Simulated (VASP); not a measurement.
**GaN: single point with PBEsol**

GaN:

```
Ga N
1.0
     0.00000    2.21530    2.21530
     2.21530    0.00000    2.21530
     2.21530    2.21530    0.00000
Ga N
1 1
Direct
  0.00000 0.00000 0.00000
  0.75000 0.75000 0.75000
```

* Program: VASP 6.6.1
* Task: single point
* Functional: PBEsol
* Potentials or basis: VASP PAW PBE potentials, release 64 (Ga_d, N)
* Cutoff: 520 eV
* k mesh: 7 × 7 × 7
* Occupations: gaussian, width 0.01 eV
* Spin: no spin polarisation
* Dipole correction: no
* Further INCAR settings: ALGO = Normal; EDIFF = 1e-07; NBANDS = 16

The pressure is 9.2 GPa and the band gap on the k mesh is 2.01 eV, direct.

Levels at points of the mesh, in eV from the valence-band top:
```csv
k point,band 5,band 6,band 7,band 8,band 9,band 10,band 11,band 12,band 13,band 14
"(0.00, 0.00, 0.00)",-13.08,-13.08,0.00,0.00,0.00,2.01,10.52,10.52,10.52,18.06
```

Run time: 4.1 s on 1 thread of Intel(R) Xeon(R) 6975P-C (Granite Rapids) (shared host), peak memory 0.14 GiB.

Caveat: the PAW data sets were made with another functional, which shifts forces and pressure a little.
